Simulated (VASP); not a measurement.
# KF (P4/mmm) in VASP: further runs

KF is run at these levels: PBEsol; tasks: single point.

All numbers are computed with VASP 6.6.1; they aren't measurements. Logs are shortened: lines on timing, memory, paths and dates and some standing lists are left out, and cuts for length are marked.

**1. The cell of the first run**

The structure is tetragonal, space group P4/mmm (No. 123). The conventional cell has a = 3.520 Å, b = 3.520 Å, c = 2.998 Å, α = 90.00°, β = 90.00°, γ = 90.00°. K (site symmetry 4/mmm) has 8 F at 2.91 Å and 6 K at 3.00 to 3.52 Å within 3.8 Å. F (site symmetry 4/mmm) has 8 K at 2.91 Å and 6 F at 3.00 to 3.52 Å within 3.8 Å.

**2. Single point, PBEsol (strain +0.080 along x and y, -0.080 along z)**

Input file INCAR:

```
PREC = Accurate
ENCUT = 520
EDIFF = 1E-6
ISMEAR = 0
SIGMA = 0.05
LREAL = False
LASPH = True
NELM = 80
ALGO = Normal
ISIF = 2
LWAVE = False
LCHARG = True
GGA = PS
LELF = True
LVHAR = True
NBANDS = 15
```

Input file KPOINTS:

```
regular mesh
0
Gamma
  8 8 8
```

Input file POSCAR:

```
KF
1.0
    3.5196714000      0.0000000000      0.0000000000
    0.0000000000      3.5196714000      0.0000000000
    0.0000000000      0.0000000000      2.9982386000
K F
1 1
Direct
    0.0000000000      0.0000000000      0.0000000000
    0.5000000000      0.5000000000      0.5000000000
```

Potentials or basis: VASP PAW PBE potentials, release 64 (K_sv, F).

On the command line:

```sh
> cat potpaw_PBE.64/K_sv/POTCAR potpaw_PBE.64/F/POTCAR > POTCAR
> mpirun -np 1 vasp_std > vasp.out
```

OUTCAR:

```text
PREC = Accurate
   ENCUT = 520
   EDIFF = 1E-6
   ISMEAR = 0
   LREAL = False
   LASPH = True
   NELM = 80
   ISIF = 2
   GGA = PS

 ion  position               nearest neighbor table
   1  0.000  0.000  0.000-
   2  0.500  0.500  0.500-

  LATTYP: Found a simple tetragonal cell.
 ALAT       =     3.5196714000
 C/A-ratio  =     0.8518518519

  Lattice vectors:

 A1 = (   3.5196714000,   0.0000000000,   0.0000000000)
 A2 = (   0.0000000000,   3.5196714000,   0.0000000000)
 A3 = (   0.0000000000,   0.0000000000,   2.9982386000)

Analysis of symmetry for initial positions (statically):
=====================================================================
 Subroutine PRICEL returns:
 Original cell was already a primitive cell.

 Routine SETGRP: Setting up the symmetry group for a
 simple tetragonal supercell.

 Subroutine GETGRP returns: Found 16 space group operations
 (whereof 16 operations were pure point group operations)
 out of a pool of 16 trial point group operations.

The static configuration has the point symmetry D_4h.

Analysis of symmetry for dynamics (positions and initial velocities):
=====================================================================
 Subroutine PRICEL returns:
 Original cell was already a primitive cell.

 Routine SETGRP: Setting up the symmetry group for a
 simple tetragonal supercell.

 Subroutine GETGRP returns: Found 16 space group operations
 (whereof 16 operations were pure point group operations)
 out of a pool of 16 trial point group operations.

The dynamic configuration has the point symmetry D_4h.

 Subroutine INISYM returns: Found 16 space group operations
 (whereof 16 operations are pure point group operations),
 and found     1 'primitive' translations

----------------------------------------------------------------------------------------

                                     Primitive cell

  volume of cell :      37.1424

  direct lattice vectors                    reciprocal lattice vectors
     3.519671400  0.000000000  0.000000000     0.284117432  0.000000000  0.000000000
     0.000000000  3.519671400  0.000000000     0.000000000  0.284117432  0.000000000
     0.000000000  0.000000000  2.998238600     0.000000000  0.000000000  0.333529159

  length of vectors
     3.519671400  3.519671400  2.998238600     0.284117432  0.284117432  0.333529159

  position of ions in fractional coordinates (direct lattice)
     0.000000000  0.000000000  0.000000000
     0.500000000  0.500000000  0.500000000

  ion indices of the primitive-cell ions
   primitive index   ion index
                 1           1
                 2           2

----------------------------------------------------------------------------------------

 KPOINTS: regular mesh

Automatic generation of k-mesh.
 Grid dimensions read from file:
 generate k-points for:    8    8    8

 Generating k-lattice:

  Cartesian coordinates                     Fractional coordinates (reciprocal lattice)
     0.035514679  0.000000000  0.000000000     0.125000000  0.000000000  0.000000000
     0.000000000  0.035514679  0.000000000     0.000000000  0.125000000  0.000000000
     0.000000000  0.000000000  0.041691145     0.000000000  0.000000000  0.125000000

  Length of vectors
     0.035514679  0.035514679  0.041691145

  Shift w.r.t. Gamma in fractional coordinates (k-lattice)
     0.000000000  0.000000000  0.000000000

 Subroutine IBZKPT returns following result:
 ===========================================

 Found     75 irreducible k-points:

 Following reciprocal coordinates:
            Coordinates               Weight
  0.000000  0.000000  0.000000      1.000000
  0.125000  0.000000  0.000000      4.000000
  0.250000  0.000000  0.000000      4.000000
  0.375000  0.000000  0.000000      4.000000
  0.500000  0.000000  0.000000      2.000000
  0.125000  0.125000  0.000000      4.000000
[... 16 lines left out ...]
  0.375000  0.125000  0.125000     16.000000
  0.500000  0.125000  0.125000      8.000000
 [... further k-points ...]
   k-points           NKPTS =     75   k-points in BZ     NKDIM =     75   number of bands    NBANDS=     15
   number of dos      NEDOS =    301   number of ions     NIONS =      2
   total plane-waves  NPLWV =  18816
   dimension x,y,z NGX =    28 NGY =   28 NGZ =   24
   dimension x,y,z NGXF=    56 NGYF=   56 NGZF=   48
   ions per type =               1   1
   NGX,Y,Z   is equivalent  to a cutoff of  13.23, 13.23, 13.31 a.u.
   NGXF,Y,Z  is equivalent  to a cutoff of  26.45, 26.45, 26.61 a.u.
 SYSTEM =  unknown system
   PREC   = accura    normal or accurate (medium, high low for compatibility)
   ISTART =      0    job   : 0-new  1-cont  2-samecut
   ICHARG =      2    charge: 1-file 2-atom 10-const
   ISPIN  =      1    spin polarized calculation?
   LNONCOLLINEAR =      F non collinear calculations
   LSORBIT =      F    spin-orbit coupling
   LASPH  =      T    aspherical Exc in radial PAW
   ENCUT  =  520.0 eV  38.22 Ry    6.18 a.u.   6.54  6.54  5.57*2*pi/ulx,y,z
   NELM   =     80;   NELMIN=  2; NELMDL= -5     # of ELM steps
   EDIFF  = 0.1E-05   stopping-criterion for ELM
   LREAL  =      F    real-space projection
   EDIFFG = 0.1E-04   stopping-criterion for IOM
   NSW    =      0    number of steps for IOM
   IBRION =     -1    ionic relax: 0-MD 1-quasi-New 2-CG
   NFREE  =      0    steps in history (QN), initial steepest desc. (CG)
   ISIF   =      2    stress and relaxation
   ISYM   =      2    0-nonsym 1-usesym 2-fastsym
   POTIM  = 0.5000    time-step for ionic-motion
   TEBEG  =    0.0;   TEEND  =   0.0 temperature during run
   PSTRESS=    0.0 pullay stress
   NELECT =      16.0000    total number of electrons
   NUPDOWN=      -1.0000    fix difference up-down
   EMIN   =  10.00;   EMAX   =-10.00  energy-range for DOS
   EFERMI =   0.00;   METHOD = LEGACY
   ISMEAR =     0;   SIGMA  =   0.05  broadening in eV -4-tet -1-fermi 0-gaus
   EFERMI_NEDOS =   21; number of points for ismear=-14 and -15
   IALGO  =     38    algorithm
   IMIX   =      4    mixing-type and parameters
     AMIX     =   0.40;   BMIX     =  1.00
     AMIX_MAG =   1.60;   BMIX_MAG =  1.00
  volume/ion in A,a.u.               =      18.57       125.32
  Fermi-wavevector in a.u.,A,eV,Ry     =   1.236397  2.336452 20.798928  1.528678
  Thomas-Fermi vector in A             =   2.371007
   LORBIT       =      0    0 simple, 1 ext, 2 COOP (PROOUT), +10 PAW based schemes
   GGA     = PS    functional components
   LHFCALC =     F    Hartree Fock is set to
   AEXX    =    0.0000 exact exchange contribution
   IVDW    =     0    specifies the selected vdW correction
   LEPSILON=     F    determine dielectric tensor
   LRPA    =     F    only Hartree local field effects (RPA)
 non-spin polarized calculation
 Gauss-broadening in eV      SIGMA  =   0.05
  energy-cutoff  :      520.00
  volume of cell :       37.14
 maximum number of plane-waves:      1035
 NGX is ok and might be reduce to    28
   NGX = 13   NGY = 13   NGZ = 11

 number of electron      16.0000009 magnetization

 Free energy of the ion-electron system (eV)
  ---------------------------------------------------
  ext. energy  EPLUGINS =         0.00000000
  ---------------------------------------------------
  free energy    TOTEN  =        -8.13463623 eV

  energy without entropy =       -8.13463623  energy(sigma->0) =       -8.13463623

 E-fermi :  -1.6251     XC(G=0):  -8.9008

 val. band max:       -1.8481716847   @ k =   0.5000   0.5000   0.0000
 cond. band min:       3.2618577311   @ k =   0.0000   0.0000   0.0000
 fundamental gap:      5.1100294157
 Fermi energy:        -1.6250885202

 k-point     1 :       0.0000    0.0000    0.0000
  band No.  band energies     occupation
      1     -29.5443      2.00000
      2     -20.9674      2.00000
      3     -12.7735      2.00000
      4     -12.7735      2.00000
      5     -12.3524      2.00000
      6      -2.4733      2.00000
      7      -2.4733      2.00000
      8      -1.8845      2.00000
      9       3.2619      0.00000
     10       5.4668      0.00000
     11       5.8580      0.00000
     12      10.2655      0.00000
     13      11.4947      0.00000
     14      11.4947      0.00000
     15      16.2653      0.00000

 k-point     2 :       0.1250    0.0000    0.0000
  band No.  band energies     occupation
      1     -29.5357      2.00000
      2     -20.9713      2.00000
      3     -12.8264      2.00000
      4     -12.7634      2.00000
      5     -12.3463      2.00000
      6      -2.6359      2.00000
      7      -2.4960      2.00000
      8      -1.8897      2.00000
      9       3.6143      0.00000
     10       5.6973      0.00000
     11       5.9662      0.00000
     12      10.1393      0.00000
     13      11.3479      0.00000
     14      11.5209      0.00000
     15      15.5093      0.00000

 k-point     3 :       0.2500    0.0000    0.0000
  band No.  band energies     occupation
      1     -29.5149      2.00000
      2     -20.9823      2.00000
      3     -12.9503      2.00000
      4     -12.7386      2.00000
      5     -12.3316      2.00000
      6      -2.9858      2.00000
      7      -2.5513      2.00000
      8      -1.9024      2.00000
      9       4.4940      0.00000
     10       6.0755      0.00000
     11       6.4534      0.00000
     12       9.8701      0.00000
     13      11.0260      0.00000
     14      11.5853      0.00000
     15      14.1482      0.00000
[... 343 lines left out ...]
 k-point    23 :       0.3750    0.1250    0.1250
  band No.  band energies     occupation
      1     -29.4532      2.00000
      2     -20.9614      2.00000
      3     -13.0639      2.00000
      4     -12.7617      2.00000
      5     -12.5551      2.00000
      6      -3.1518      2.00000
      7      -2.6309      2.00000
      8      -2.0964      2.00000
      9       5.9421      0.00000
     10       6.8283      0.00000
     11       7.2479      0.00000
     12       9.3321      0.00000
     13      10.2286      0.00000
     14      10.5523      0.00000
     15      13.3416      0.00000

 k-point    24 :       0.5000    0.1250    0.1250
  band No.  band energies     occupation
      1     -29.4450      2.00000
      2     -20.9626      2.00000
      3     -13.1160      2.00000
      4     -12.7573      2.00000
      5     -12.5504      2.00000
      6      -3.2415      2.00000
      7      -2.6444      2.00000
      8      -2.0909      2.00000
      9       6.4554      0.00000
     10       6.9521      0.00000
     11       7.1626      0.00000
     12       9.2397      0.00000
     13      10.5380      0.00000
     14      10.6691      0.00000
     15      12.4418      0.00000

 [... further k-points ...]

------------------------ aborting loop because EDIFF is reached ----------------------------------------

  FORCE on cell =-STRESS in cart. coord.  units (eV):
  Direction    XX          YY          ZZ          XY          YZ          ZX
  --------------------------------------------------------------------------------------
  -------------------------------------------------------------------------------------
  Total       -1.8739764     -1.8739764      1.0995483      0.0000000      0.0000000     -0.0000000
  in kB      -80.8358988    -80.8358988     47.4301452      0.0000000      0.0000000     -0.0000000
  external PRESSURE =     -38.0805508 kB  Pullay stress =       0.0000000 kB

 VOLUME and BASIS-vectors are now :
 -----------------------------------------------------------------------------
  energy-cutoff  :      520.00
  volume of cell :       37.14
      direct lattice vectors                 reciprocal lattice vectors
     3.519671400  0.000000000  0.000000000     0.284117432  0.000000000  0.000000000
     0.000000000  3.519671400  0.000000000     0.000000000  0.284117432  0.000000000
     0.000000000  0.000000000  2.998238600     0.000000000  0.000000000  0.333529159

 POSITION                                       TOTAL-FORCE (eV/Angst)
 -----------------------------------------------------------------------------------
      0.00000      0.00000      0.00000         0.000000      0.000000      0.000000
      1.75984      1.75984      1.49912         0.000000      0.000000      0.000000
 -----------------------------------------------------------------------------------
    total drift:                                0.000000      0.000000      0.000000

  FREE ENERGIE OF THE ION-ELECTRON SYSTEM (eV)
  ---------------------------------------------------
  free  energy   TOTEN  =        -8.1346362258 eV

  energy  without entropy=       -8.1346362258  energy(sigma->0) =       -8.13463623
```

Wall time 52 s (1 thread of Intel Xeon 8259CL, shared host); peak memory 0.17 GiB.

What came out:

- Free energy: -8.1346 eV
- Pressure: -3.8 GPa
- Band gap on the k mesh: 5.11 eV (least direct gap 5.15 eV)

Caveat: the cell differs from its parent crystal (strain +0.080 along x and y, -0.080 along z); the cell stands under tension; the PAW data sets were made with another functional, which shifts forces and pressure a little. A k mesh can miss the band edges.

(Continued in part 2 of 2.)
